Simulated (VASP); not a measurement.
# H2SO3 in VASP: further runs, part 2 of 2

VASP 6.6.1.

### 4 Single point, PBE

INCAR reads:

```
SYSTEM = H2SO3
PREC = Accurate
ENCUT = 520
EDIFF = 1E-7
ISMEAR = -1
SIGMA = 0.02
LREAL = Auto
LASPH = .True.
NELM = 100
ALGO = Normal
ISIF = 2
LWAVE = .False.
LCHARG = .True.
GGA = PE
LELF = .True.
LVHAR = .True.
NBANDS = 102
```

KPOINTS reads:

```
regular mesh
0
Gamma
  1 1 1
  0 0 0
```

POSCAR reads:

```
H2SO3
1.0
    9.3262990000      0.0000000000      0.0000000000
    0.0000000000      9.3262990000      0.0000000000
    0.0000000000      0.0000000000      9.3262990000
O H S
18 12 6
Direct
    0.3443595364      0.0215519575      0.2027492363
    0.2134072691      0.1644382193      0.7397575394
    0.7643117597      0.6805915187      0.7058748599
    0.7002027278      0.4271576539      0.5720168311
    0.9791558259      0.8058609315      0.4032467756
    0.5739146901      0.5802944984     -0.0381930710
    0.2912409306      0.7833654057      0.6383990048
    0.4636244238      0.8230059963      0.8382960915
    0.1274889428      0.5211499224      0.8574033494
   -0.0864329998      0.4234262702      0.9811930756
    0.3160310430      0.7079121096      0.1299550872
    0.2956371011      0.4532558950      0.1388010399
    0.9508166101      0.2585055444      0.3502568382
    1.0577293308      0.1148151051      0.1686949989
    0.5265111059      0.1945251809     -0.0630904070
    0.5881325486      0.2993363177      0.1733485062
    0.5648328453      0.0949358368      0.4171858526
    0.6745441037     -0.1121345134      0.5162926902
    0.3350846890     -0.0516925310      0.1277248349
    0.2516861190      0.0631332965      0.2118525259
    0.1977633357      0.0812540966      0.6800446780
    0.3116992067      0.1672796465      0.7614488877
    0.6874645559      0.5937939584      0.7047168443
    0.8048530291      0.6765491863      0.7964466934
    0.6362116419      0.4527733885      0.5028468420
    0.7025294814      0.3369182138      0.5646505650
    1.0248974432      0.7641616465      0.4904839530
    0.8715354290      0.7870646223      0.4184510919
    0.6321371425      0.5409434117      0.0387291894
    0.6313436874      0.5469372149     -0.1184285428
    0.4069996040      0.7277377661      0.7316407076
    0.0407449943      0.3967168541      0.8957036441
    0.3653646532      0.5787611999      0.2023525087
    0.9307657839      0.1343727024      0.2516110624
    0.5826748638      0.1721476011      0.0807501454
    0.6224119557      0.0303764655      0.5504863183
```

Potentials or basis: VASP PAW PBE potentials, release 64 (O, H, S).

Started as:

```bash
$ cat potpaw_PBE.64/O/POTCAR potpaw_PBE.64/H/POTCAR potpaw_PBE.64/S/POTCAR > POTCAR
$ mpirun -np 1 vasp_gam > vasp.out
```

OUTCAR:

```text
SYSTEM = H2SO3
   PREC = Accurate
   ENCUT = 520
   EDIFF = 1E-7
   ISMEAR = -1
   LREAL = Auto
   LASPH = .True.
   NELM = 100
   ISIF = 2
   GGA = PE

 ion  position               nearest neighbor table
   1  0.344  0.022  0.203-  20 0.95  19 0.98
   2  0.213  0.164  0.740-  22 0.94  21 0.97
   3  0.764  0.681  0.706-  24 0.93  23 1.08
   4  0.700  0.427  0.572-  26 0.84  25 0.91
   5  0.979  0.806  0.403-  27 1.00  28 1.03
   6  0.574  0.580  0.962-  30 0.97  29 0.97
   7  0.291  0.783  0.638-  31 1.48
   8  0.464  0.823  0.838-  31 1.43
   9  0.127  0.521  0.857-  32 1.46
  10  0.914  0.423  0.981-  32 1.45
  11  0.316  0.708  0.130-  33 1.46
  12  0.296  0.453  0.139-  33 1.46
[... 16 lines left out ...]
  29  0.632  0.541  0.039-   6 0.97
  30  0.631  0.547  0.882-   6 0.97
  31  0.407  0.728  0.732-   8 1.43   7 1.48
  32  0.041  0.397  0.896-  10 1.45   9 1.46
  33  0.365  0.579  0.202-  11 1.46  12 1.46
  34  0.931  0.134  0.252-  14 1.43  13 1.49
  35  0.583  0.172  0.081-  15 1.46  16 1.47
  36  0.622  0.030  0.550-  18 1.45  17 1.48

  LATTYP: Found a simple cubic cell.
 ALAT       =     9.3262990000

  Lattice vectors:

 A1 = (   9.3262990000,   0.0000000000,   0.0000000000)
 A2 = (   0.0000000000,   9.3262990000,   0.0000000000)
 A3 = (   0.0000000000,   0.0000000000,   9.3262990000)

Analysis of symmetry for initial positions (statically):
=====================================================================
 Subroutine PRICEL returns:
 Original cell was already a primitive cell.

 Routine SETGRP: Setting up the symmetry group for a
 simple cubic supercell.

 Subroutine GETGRP returns: Found  1 space group operations
[... 178 lines left out ...]
   IALGO  =     38    algorithm
   IMIX   =      4    mixing-type and parameters
     AMIX     =   0.40;   BMIX     =  1.00
     AMIX_MAG =   1.60;   BMIX_MAG =  1.00
  volume/ion in A,a.u.               =      22.53       152.06
  Fermi-wavevector in a.u.,A,eV,Ry     =   0.944946  1.785689 12.148956  0.892923
  Thomas-Fermi vector in A             =   2.072800
   LORBIT       =      0    0 simple, 1 ext, 2 COOP (PROOUT), +10 PAW based schemes
   GGA     = PE    functional components
   LHFCALC =     F    Hartree Fock is set to
   AEXX    =    0.0000 exact exchange contribution
   IVDW    =     0    specifies the selected vdW correction
   LEPSILON=     F    determine dielectric tensor
   LRPA    =     F    only Hartree local field effects (RPA)
 non-spin polarized calculation
  energy-cutoff  :      520.00
  volume of cell :      811.20
 maximum number of plane-waves:     10940
 NGX is ok and might be reduce to    70
   NGX = 35   NGY = 35   NGZ = 35

 number of electron     155.9999991 magnetization

 Free energy of the ion-electron system (eV)
  ---------------------------------------------------
  ext. energy  EPLUGINS =         0.00000000
  ---------------------------------------------------
  free energy    TOTEN  =      -186.90702589 eV

  energy without entropy =     -186.90702589  energy(sigma->0) =     -186.90702589

 E-fermi :  -3.2336     XC(G=0):  -5.6442

 val. band max:       -3.7417612140   @ k =   0.0000   0.0000   0.0000
 cond. band min:      -1.9011014512   @ k =   0.0000   0.0000   0.0000
 fundamental gap:      1.8406597627
 Fermi energy:        -3.2336458922

 k-point     1 :       0.0000    0.0000    0.0000
  band No.  band energies     occupation
      1     -25.7443      2.00000
      2     -25.6988      2.00000
      3     -25.4406      2.00000
      4     -25.3291      2.00000
      5     -25.2017      2.00000
      6     -25.1763      2.00000
[... 82 lines left out ...]
     89       2.6214      0.00000
     90       2.7456      0.00000
 [bands above 90 left out]

------------------------ aborting loop because EDIFF is reached ----------------------------------------

  FORCE on cell =-STRESS in cart. coord.  units (eV):
  Direction    XX          YY          ZZ          XY          YZ          ZX
  --------------------------------------------------------------------------------------
  -------------------------------------------------------------------------------------
  Total        0.2138703      7.1139642      1.1672301     -6.4296807     -1.6188484     -1.0404558
  in kB        0.4224088     14.0505801      2.3053616    -12.6990720     -3.1973396     -2.0549735
  external PRESSURE =       5.5927835 kB  Pullay stress =       0.0000000 kB

 VOLUME and BASIS-vectors are now :
 -----------------------------------------------------------------------------
  energy-cutoff  :      520.00
  volume of cell :      811.20
      direct lattice vectors                 reciprocal lattice vectors
     9.326299000  0.000000000  0.000000000     0.107223669  0.000000000  0.000000000
     0.000000000  9.326299000  0.000000000     0.000000000  0.107223669  0.000000000
     0.000000000  0.000000000  9.326299000     0.000000000  0.000000000  0.107223669

 POSITION                                       TOTAL-FORCE (eV/Angst)
 -----------------------------------------------------------------------------------
      3.21160      0.20100      1.89090         1.561084     -0.695314     -0.460378
      1.99030      1.53360      6.89920        -1.826347      0.254958     -0.301853
      7.12820      6.34740      6.58320        -3.351080     -2.285862     -2.297823
      6.53030      3.98380      5.33480         1.516860      8.791712      3.120015
      9.13190      7.51570      3.76080        -1.625276     -0.559211      0.918093
      5.35250      5.41200      8.97010         0.462344     -0.301105      0.262030
[... 28 lines left out ...]
      5.43420      1.60550      0.75310        -0.537741      0.819692      0.343101
      5.80480      0.28330      5.13400        -0.645983     -0.374166     -2.870067
 -----------------------------------------------------------------------------------
    total drift:                                0.003362      0.004435      0.004462

  FREE ENERGIE OF THE ION-ELECTRON SYSTEM (eV)
  ---------------------------------------------------
  free  energy   TOTEN  =      -186.9070258885 eV

  energy  without entropy=     -186.9070258885  energy(sigma->0) =     -186.90702589
```

stdout:

```text
POSCAR found type information on POSCAR O H S
 POSCAR found :  3 types and      36 ions
 scaLAPACK will be used
 LDA part: xc-table for (Slater+PW92), standard interpolation
 POSCAR, INCAR and KPOINTS ok, starting setup
 FFT: planning ... GRIDC
 FFT: planning ... GRID_SOFT
 FFT: planning ... GRID
 WAVECAR not read
 entering main loop
```

It took 3.3 min on 1 thread of Intel Xeon Platinum 8488C (Sapphire Rapids), shared host; peak memory 0.67 GiB.

What came out:

- Free energy: -186.9070 eV
- Pressure: 0.6 GPa
- Largest force: 10.335 eV/Å
- Band gap on the k mesh: 1.84 eV

Forces on the atoms (eV/Å):
```
O     1.561  -0.695  -0.460
O    -1.826   0.255  -0.302
O    -3.351  -2.286  -2.298
O     1.517   8.792   3.120
O    -1.625  -0.559   0.918
O     0.462  -0.301   0.262
O     0.898  -0.489   0.612
O     0.070   0.609   0.230
O    -0.370  -0.515  -0.016
O    -0.408  -0.009   0.140
O     0.639   0.565   0.763
O     0.694  -0.163   1.128
O    -1.271  -1.555  -0.571
O     0.885  -1.085  -1.549
O     0.116  -0.178  -0.011
O     0.205  -0.651  -0.409
O     0.261   0.743   1.825
O     0.380  -0.242   1.010
H    -0.072   0.111   0.389
H    -1.127   0.602  -0.074
H     0.099  -0.276  -0.122
H     1.800  -0.053   0.455
H     2.777   2.374  -0.354
H     1.122  -0.073   2.588
H    -2.385   1.399  -2.749
H     0.654 -10.303  -0.498
H    -0.543   0.409  -0.813
H     2.146   0.287  -0.065
H    -0.038  -0.124   0.440
H    -0.157  -0.033  -0.264
S    -1.296   0.273  -0.948
S     0.709   0.602  -0.224
S    -1.636  -0.398  -1.881
S     0.295   2.521   2.254
S    -0.538   0.820   0.343
S    -0.646  -0.374  -2.870
```

Levels at points of the mesh, in eV from the valence-band top:
```tsv
k point	band 74	band 75	band 76	band 77	band 78	band 79	band 80	band 81	band 82	band 83
(0.00, 0.00, 0.00)	-0.45	-0.30	-0.11	-0.07	0.00	1.84	2.15	2.49	2.50	2.65
```

Caveat: the k points lie up to 0.67 Å⁻¹ apart; the atoms stand as in a frame of molecular dynamics.

### 5 Summary

| cell | gap on the mesh (eV) | pressure (GPa) | largest force (eV/Å) |
| --- | --- | --- | --- |
| as given, atomic positions A | 1.70 | 1.0 | 12.17 |
| as given, atomic positions B | 1.61 | -1.1 | 5.39 |
| as given, atomic positions C | 1.84 | 0.6 | 10.34 |

Alike in all rows: task single point; level PBE; potentials or basis VASP PAW PBE potentials, release 64 (O, H, S); no spin polarisation; k mesh 1 × 1 × 1; cutoff (eV) 520; smearing fermi-dirac 0.02 eV.

Caveats: all runs use coarse meshes; the atoms stand as in a frame of molecular dynamics.

Total energies depend on the potentials used, so only differences within one code and one set of settings carry meaning.
